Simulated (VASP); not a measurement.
MgO:

```
Mg O
1.0
     3.33754    0.00000    0.00000
    -1.66877    2.89039    0.00000
     0.00000    0.00000    4.85229
Mg O
2 2
Direct
  0.33333 0.66667 0.98154
  0.66667 0.33333 0.48154
  0.33333 0.66667 0.39346
  0.66667 0.33333 0.89346
```

This cell differs from its parent crystal: epitaxial xy strain +1.5%.

Base run:

```yaml
Program: VASP 6.6.1
Functional: r2SCAN
Potentials_or_basis: VASP PAW PBE potentials, release 64 (Mg, O)
Cutoff: 520 eV
k_mesh: 12 × 12 × 6
Occupations: gaussian, width 0.01 eV
Spin: no spin polarisation
```

Its results: band gap on the k mesh 4.04 eV; pressure -1.1 GPa; largest force 0.005 eV/Å.

Q: The run is repeated on the same cell with these changes: functional from r2SCAN to PBE; occupations from gaussian, width 0.01 eV to fermi-dirac, width 0.02 eV. What comes out?

A: Band gap on the k mesh 3.37 eV; pressure 3.1 GPa; largest force 0.024 eV/Å.

Caveats: the PAW data sets were made with another functional, which shifts forces and pressure a little (at least some runs); the cell stands under pressure (at least some runs).

A k mesh can miss the band edges.
